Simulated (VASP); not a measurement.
The system is Al3B2As.

```
Al B As
1.0
     2.83186    0.00000    0.00000
     0.00000    2.83186    0.00000
     0.00000    0.00000    9.86001
Al B As
3 2 1
Direct
  0.00000 0.00000 0.64299
  0.00000 0.00000 0.36716
  0.50000 0.50000 0.85842
  0.00000 0.00000 0.99746
  0.50000 0.50000 0.49685
  0.50000 0.50000 0.13712
```

The cell was generated, and may not be a known phase.

| Item | Value |
| --- | --- |
| Program | VASP 6.6.1 |
| Task | relaxation of cell and atoms |
| Functional | PBE |
| Potentials or basis | VASP PAW PBE potentials, release 64 (Al, B, As) |
| Cutoff | 600 eV |
| k mesh | 14 × 14 × 4 |
| Occupations | gaussian, width 0.1 eV |
| Spin | no spin polarisation |

At the start: pressure 0.5 GPa; volume 13.18 Å³/atom.

How do energy, volume and symmetry change on relaxing?

Over 14 steps the energy falls by 2.7 meV/atom and the volume is 13.25 Å³/atom (+0.6 %); space group P4mm (No. 99, to 0.1 Å) before and after.

Step by step:
| step | energy change (eV) | largest force (eV/Å) | pressure (GPa) | volume (Å³) |
| --- | --- | --- | --- | --- |
| 1 | 0.0000 | 0.0965 | 0.48 | 79.07 |
| 2 | -0.0071 | 0.1239 | -0.06 | 79.53 |
| 3 | -0.0096 | 0.1396 | -0.59 | 80.01 |
| 4 | -0.0119 | 0.0897 | 0.11 | 79.57 |
| 5 | -0.0119 | 0.0896 | 0.11 | 79.57 |
| 6 | -0.0133 | 0.0712 | 0.09 | 79.58 |
| 7 | -0.0139 | 0.0806 | 0.07 | 79.60 |
| 8 | -0.0150 | 0.0493 | -0.11 | 79.69 |
| 9 | -0.0156 | 0.0279 | -0.42 | 79.85 |
| 10 | -0.0163 | 0.0285 | -0.07 | 79.55 |
| 11 | -0.0163 | 0.0289 | -0.06 | 79.54 |
| 12 | -0.0163 | 0.0167 | 0.00 | 79.50 |
| 13 | -0.0163 | 0.0122 | 0.03 | 79.49 |
| 14 | -0.0164 | 0.0076 | 0.02 | 79.51 |

Final structure:
```cif
data_structure
_symmetry_space_group_name_H-M 'P 1'
_symmetry_Int_Tables_number 1
_cell_length_a 2.8117
_cell_length_b 2.8117
_cell_length_c 10.0575
_cell_angle_alpha 90.000
_cell_angle_beta 90.000
_cell_angle_gamma 90.000
_cell_volume 79.51
loop_
_atom_site_label
_atom_site_type_symbol
_atom_site_fract_x
_atom_site_fract_y
_atom_site_fract_z
_atom_site_occupancy
Al1 Al 0.00000 0.00000 0.64152 1
Al2 Al 0.00000 0.00000 0.37140 1
Al3 Al 0.50000 0.50000 0.85715 1
B1 B 0.00000 0.00000 0.99156 1
B2 B 0.50000 0.50000 0.49895 1
As1 As 0.50000 0.50000 0.13942 1
```

Caveat: the highest band is partly filled, so the run has too few bands.
